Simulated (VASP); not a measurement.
# GaN (P6_3mc) in VASP: notebook, part 3 of 3

VASP 6.6.1. Earlier steps stand in the parts before.

## (5) Single point, r2SCAN

Input file POSCAR:

```
GaN
1.0
    3.1831495813      0.0000000000      0.0000000000
   -1.5915747906      2.7566884014      0.0000000000
    0.0000000000      0.0000000000      5.1836255286
Ga N
2 2
Direct
    0.3333333333      0.6666666667     -0.0008868509
    0.6666666667      0.3333333333      0.4991131491
    0.3333333333      0.6666666667      0.3758868509
    0.6666666667      0.3333333333      0.8758868509
```

Input file INCAR.step1:

```
PREC = Accurate
ENCUT = 520
ISMEAR = 0
SIGMA = 0.01
LREAL = False
LASPH = True
NELM = 100
NBANDS = 26
GGA = PE
ALGO = Normal
EDIFF = 1E-4
LWAVE = True
LCHARG = False
```

Input file INCAR.step2:

```
PREC = Accurate
ENCUT = 520
EDIFF = 1E-6
ISMEAR = 0
SIGMA = 0.01
LREAL = False
LASPH = True
NELM = 100
ALGO = Normal
ISIF = 2
LWAVE = False
LCHARG = False
METAGGA = R2SCAN
LMIXTAU = True
NBANDS = 26
ISTART = 1
```

Input file KPOINTS:

```
Automatic mesh
0
Gamma
  6 6 4
```

Potentials or basis: VASP PAW PBE potentials, release 64 (Ga_d, N).

Started as:

```
$ cat potpaw_PBE.64/Ga_d/POTCAR potpaw_PBE.64/N/POTCAR > POTCAR
$ cp INCAR.step1 INCAR
$ mpirun -np 1 vasp_std > vasp.out
$ cp INCAR.step2 INCAR
$ mpirun -np 1 vasp_std > vasp.out
```

OUTCAR:

```text
PREC = Accurate
   ENCUT = 520
   EDIFF = 1E-6
   ISMEAR = 0
   LREAL = False
   LASPH = True
   NELM = 100
   ISIF = 2
   METAGGA = R2SCAN
   ISTART = 1

 ion  position               nearest neighbor table
   1  0.333  0.667  0.999-   4 1.95   4 1.95   4 1.95   3 1.95
   2  0.667  0.333  0.499-   3 1.95   3 1.95   3 1.95   4 1.95
   3  0.333  0.667  0.376-   2 1.95   2 1.95   2 1.95   1 1.95
   4  0.667  0.333  0.876-   1 1.95   1 1.95   1 1.95   2 1.95

  LATTYP: Found a hexagonal cell.
 ALAT       =     3.1831495813
 C/A-ratio  =     1.6284580401

  Lattice vectors:

 A1 = (   3.1831495813,   0.0000000000,   0.0000000000)
 A2 = (  -1.5915747906,   2.7566884014,   0.0000000000)
 A3 = (   0.0000000000,   0.0000000000,   5.1836255286)

Analysis of symmetry for initial positions (statically):
=====================================================================
 Subroutine PRICEL returns:
 Original cell was already a primitive cell.

 Routine SETGRP: Setting up the symmetry group for a
 hexagonal supercell.

 Subroutine GETGRP returns: Found 12 space group operations
 (whereof  6 operations were pure point group operations)
 out of a pool of 24 trial point group operations.

The static configuration has the point symmetry C_3v.
 The point group associated with its full space group is C_6v.

Analysis of symmetry for dynamics (positions and initial velocities):
=====================================================================
 Subroutine PRICEL returns:
 Original cell was already a primitive cell.

 Routine SETGRP: Setting up the symmetry group for a
 hexagonal supercell.

 Subroutine GETGRP returns: Found 12 space group operations
 (whereof  6 operations were pure point group operations)
 out of a pool of 24 trial point group operations.

The dynamic configuration has the point symmetry C_3v.
 The point group associated with its full space group is C_6v.

 Subroutine INISYM returns: Found 12 space group operations
 (whereof  6 operations are pure point group operations),
 and found     1 'primitive' translations

----------------------------------------------------------------------------------------

                                     Primitive cell

  volume of cell :      45.4861

  direct lattice vectors                    reciprocal lattice vectors
     3.183149581  0.000000000  0.000000000     0.314154260  0.181377046  0.000000000
    -1.591574791  2.756688401  0.000000000     0.000000000  0.362754093  0.000000000
     0.000000000  0.000000000  5.183625529     0.000000000  0.000000000  0.192915170

  length of vectors
     3.183149581  3.183149581  5.183625529     0.362754093  0.362754093  0.192915170

  position of ions in fractional coordinates (direct lattice)
     0.333333333  0.666666667  0.999113149
     0.666666667  0.333333333  0.499113149
     0.333333333  0.666666667  0.375886851
     0.666666667  0.333333333  0.875886851

  ion indices of the primitive-cell ions
   primitive index   ion index
                 1           1
                 2           2
                 3           3
                 4           4

----------------------------------------------------------------------------------------

 KPOINTS: Automatic mesh

Automatic generation of k-mesh.
 Grid dimensions read from file:
 generate k-points for:    6    6    4

 Generating k-lattice:

  Cartesian coordinates                     Fractional coordinates (reciprocal lattice)
     0.052359043  0.030229508  0.000000000     0.166666667  0.000000000  0.000000000
     0.000000000  0.060459015  0.000000000     0.000000000  0.166666667  0.000000000
     0.000000000  0.000000000  0.048228792     0.000000000  0.000000000  0.250000000

  Length of vectors
     0.060459015  0.060459015  0.048228792

  Shift w.r.t. Gamma in fractional coordinates (k-lattice)
     0.000000000  0.000000000  0.000000000

 Subroutine IBZKPT returns following result:
 ===========================================

 Found     21 irreducible k-points:

 Following reciprocal coordinates:
            Coordinates               Weight
  0.000000  0.000000  0.000000      1.000000
  0.166667 -0.000000  0.000000      6.000000
  0.333333 -0.000000  0.000000      6.000000
  0.500000 -0.000000  0.000000      3.000000
  0.166667  0.166667  0.000000      6.000000
  0.333333  0.166667  0.000000     12.000000
[... 13 lines left out ...]
  0.333333  0.166667  0.500000     12.000000
  0.333333  0.333333  0.500000      2.000000
   k-points           NKPTS =     21   k-points in BZ     NKDIM =     21   number of bands    NBANDS=     26
   number of dos      NEDOS =    301   number of ions     NIONS =      4
   total plane-waves  NPLWV =  23040
   dimension x,y,z NGX =    24 NGY =   24 NGZ =   40
   dimension x,y,z NGXF=    48 NGYF=   48 NGZF=   80
   ions per type =               2   2
   NGX,Y,Z   is equivalent  to a cutoff of  12.53, 12.53, 12.83 a.u.
   NGXF,Y,Z  is equivalent  to a cutoff of  25.07, 25.07, 25.66 a.u.
 SYSTEM =  unknown system
   PREC   = accura    normal or accurate (medium, high low for compatibility)
   ISTART =      1    job   : 0-new  1-cont  2-samecut
   ICHARG =      0    charge: 1-file 2-atom 10-const
   ISPIN  =      1    spin polarized calculation?
   LNONCOLLINEAR =      F non collinear calculations
   LSORBIT =      F    spin-orbit coupling
   LASPH  =      T    aspherical Exc in radial PAW
   ENCUT  =  520.0 eV  38.22 Ry    6.18 a.u.   5.92  5.92  9.64*2*pi/ulx,y,z
   NELM   =    100;   NELMIN=  2; NELMDL=  0     # of ELM steps
   EDIFF  = 0.1E-05   stopping-criterion for ELM
   LREAL  =      F    real-space projection
   EDIFFG = 0.1E-04   stopping-criterion for IOM
   NSW    =      0    number of steps for IOM
   IBRION =     -1    ionic relax: 0-MD 1-quasi-New 2-CG
   NFREE  =      0    steps in history (QN), initial steepest desc. (CG)
   ISIF   =      2    stress and relaxation
   ISYM   =      2    0-nonsym 1-usesym 2-fastsym
   POTIM  = 0.5000    time-step for ionic-motion
   TEBEG  =    0.0;   TEEND  =   0.0 temperature during run
   PSTRESS=    0.0 pullay stress
   NELECT =      36.0000    total number of electrons
   NUPDOWN=      -1.0000    fix difference up-down
   EMIN   =  10.00;   EMAX   =-10.00  energy-range for DOS
   EFERMI =   0.00;   METHOD = LEGACY
   ISMEAR =     0;   SIGMA  =   0.01  broadening in eV -4-tet -1-fermi 0-gaus
   EFERMI_NEDOS =   21; number of points for ismear=-14 and -15
   IALGO  =     38    algorithm
   IMIX   =      4    mixing-type and parameters
     AMIX     =   0.40;   BMIX     =  1.00
     AMIX_MAG =   1.60;   BMIX_MAG =  1.00
  volume/ion in A,a.u.               =      11.37        76.74
  Fermi-wavevector in a.u.,A,eV,Ry     =   1.514315  2.861640 31.200198  2.293150
  Thomas-Fermi vector in A             =   2.623989
   LORBIT       =      0    0 simple, 1 ext, 2 COOP (PROOUT), +10 PAW based schemes
   METAGGA = R2SCAN    functional components
   LHFCALC =     F    Hartree Fock is set to
   AEXX    =    0.0000 exact exchange contribution
   IVDW    =     0    specifies the selected vdW correction
   LEPSILON=     F    determine dielectric tensor
   LRPA    =     F    only Hartree local field effects (RPA)
 non-spin polarized calculation
 Gauss-broadening in eV      SIGMA  =   0.01
  energy-cutoff  :      520.00
  volume of cell :       45.49
 maximum number of plane-waves:      1248
 NGX is ok and might be reduce to    24
   NGX = 11   NGY = 11   NGZ = 19

 number of electron      35.9999993 magnetization

 Free energy of the ion-electron system (eV)
  ---------------------------------------------------
  ext. energy  EPLUGINS =         0.00000000
  ---------------------------------------------------
  free energy    TOTEN  =       -43.81711251 eV

  energy without entropy =      -43.81711251  energy(sigma->0) =      -43.81711251

 E-fermi :   5.1513     XC(G=0): -12.6632

 val. band max:        5.1033360336   @ k =   0.0000   0.0000   0.0000
 cond. band min:       7.4460516254   @ k =   0.0000   0.0000   0.0000
 fundamental gap:      2.3427155918
 Fermi energy:         5.1512877375

 k-point     1 :       0.0000    0.0000    0.0000
  band No.  band energies     occupation
      1     -11.7092      2.00000
      2     -10.7031      2.00000
      3      -8.7273      2.00000
      4      -8.7113      2.00000
      5      -8.7113      2.00000
      6      -8.6428      2.00000
[... 598 lines left out ...]
     25      19.8684      0.00000
     26      19.8697      0.00000

------------------------ aborting loop because EDIFF is reached ----------------------------------------

  FORCE on cell =-STRESS in cart. coord.  units (eV):
  Direction    XX          YY          ZZ          XY          YZ          ZX
  --------------------------------------------------------------------------------------
  -------------------------------------------------------------------------------------
  Total        0.3161805      0.3161805      0.2662785      0.0000000     -0.0000000      0.0000000
  in kB       11.1369767     11.1369767      9.3792549      0.0000000     -0.0000000      0.0000000
  external PRESSURE =      10.5510694 kB  Pullay stress =       0.0000000 kB

 VOLUME and BASIS-vectors are now :
 -----------------------------------------------------------------------------
  energy-cutoff  :      520.00
  volume of cell :       45.49
      direct lattice vectors                 reciprocal lattice vectors
     3.183149581  0.000000000  0.000000000     0.314154260  0.181377046  0.000000000
    -1.591574791  2.756688401  0.000000000     0.000000000  0.362754093  0.000000000
     0.000000000  0.000000000  5.183625529     0.000000000  0.000000000  0.192915170

 POSITION                                       TOTAL-FORCE (eV/Angst)
 -----------------------------------------------------------------------------------
     -0.00000      1.83779      5.17903        -0.000000     -0.000000      0.004884
      1.59157      0.91890      2.58722         0.000000      0.000000      0.004884
     -0.00000      1.83779      1.94846         0.000000      0.000000     -0.004884
      1.59157      0.91890      4.54027         0.000000      0.000000     -0.004884
 -----------------------------------------------------------------------------------
    total drift:                                0.000002      0.000004      0.034493

  FREE ENERGIE OF THE ION-ELECTRON SYSTEM (eV)
  ---------------------------------------------------
  free  energy   TOTEN  =       -43.8171125063 eV

  energy  without entropy=      -43.8171125063  energy(sigma->0) =      -43.81711251
```

Run time: 86 s. Hardware: 1 thread of Intel Xeon Platinum 8259CL at 2.50GHz (Skylake/Cascade Lake), shared host; peak memory 0.17 GiB.

What came out:

| Item | Value |
| --- | --- |
| Free energy | -43.8171 eV |
| Pressure | 1.1 GPa |
| Largest force | 0.005 eV/Å |
| Band gap on the k mesh | 2.34 eV, direct |

Forces on the atoms (eV/Å):
```
Ga   0.000  0.000  0.005
Ga   0.000  0.000  0.005
N    0.000  0.000 -0.005
N    0.000  0.000 -0.005
```

Caveat: the PAW data sets were made with another functional, which shifts forces and pressure a little.

## (6) Single point, PBE

Input file INCAR:

```
PREC = Accurate
ENCUT = 520
EDIFF = 1E-6
ISMEAR = 0
SIGMA = 0.01
LREAL = F
LASPH = T
NELM = 80
ALGO = Normal
ISIF = 2
LWAVE = F
LCHARG = F
GGA = PE
NBANDS = 26
```

Input file KPOINTS:

```
Automatic mesh
0
Gamma
  9 9 4
```

POSCAR is that of step 5.

Potentials or basis: VASP PAW PBE potentials, release 64 (Ga_d, N).

Started as:

```
$ cat potpaw_PBE.64/Ga_d/POTCAR potpaw_PBE.64/N/POTCAR > POTCAR
$ mpirun -np 1 vasp_std > vasp.out
```

Wall time 37 s (1 thread of Intel Xeon Platinum 8259CL at 2.50GHz (Skylake/Cascade Lake), shared host); peak memory 0.18 GiB.

Results (log left out):

- Free energy: -24.2970 eV
- Pressure: 6.3 GPa
- Largest force: 0.005 eV/Å
- Band gap on the k mesh: 1.94 eV, direct

Forces in eV/Å, atoms in the order of the input:
```
Ga   0.000  0.000  0.005
Ga   0.000  0.000  0.005
N    0.000  0.000 -0.005
N    0.000  0.000 -0.005
```

Stress tensor (GPa, compression positive):
```
6.23 0.00 0.00
0.00 6.23 0.00
0.00 0.00 6.34
```

Levels at points of the mesh, in eV from the valence-band top:
| k point | band 15 | band 16 | band 17 | band 18 | band 19 | band 20 | band 21 | band 22 |
| --- | --- | --- | --- | --- | --- | --- | --- | --- |
| (0.00, 0.00, 0.00) | -1.04 | -0.04 | 0.00 | 0.00 | 1.94 | 4.28 | 9.22 | 9.92 |
| (0.00, 0.00, 0.50) | -0.53 | -0.53 | -0.53 | -0.53 | 4.28 | 4.28 | 8.49 | 8.49 |

## (7) Overview

| level | potentials or basis | k mesh | gap on the mesh (eV) | pressure (GPa) |
| --- | --- | --- | --- | --- |
| PBE | VASP PAW PBE potentials, release 64 (Ga_d, N) | 6 × 6 × 4 | 1.94 | 6.3 |
| LDA | VASP PAW LDA potentials, release 64 (Ga_d, N) | 6 × 6 × 4 | 1.95 | -4.4 |
| r2SCAN | VASP PAW PBE potentials, release 64 (Ga_d, N) | 6 × 6 × 4 | 2.34 | 1.1 |
| PBE | VASP PAW PBE potentials, release 64 (Ga_d, N) | 9 × 9 × 4 | 1.94 | 6.3 |

Alike in all rows: task single point; no spin polarisation; cell as given; cutoff (eV) 520; smearing gaussian 0.01 eV.

Caveats: the PAW data sets were made with another functional, which shifts forces and pressure a little (some runs).

Total energies depend on the potentials used, so only differences within one code and one set of settings carry meaning.

## (8) Comparison with measurements

Step 5. A measured gap of GaN is 3.503 eV (direct; quoted in “Studying electronic properties in GaN without electrical contacts using γ-γ vs e−-γ Perturbed Angular Correlations”, 2019, pmc:6823545); the calculated 2.34 eV misses it by -1.16 eV. Spin-orbit coupling on Ga is left out. The value is that of r2SCAN, without temperature or zero-point motion.
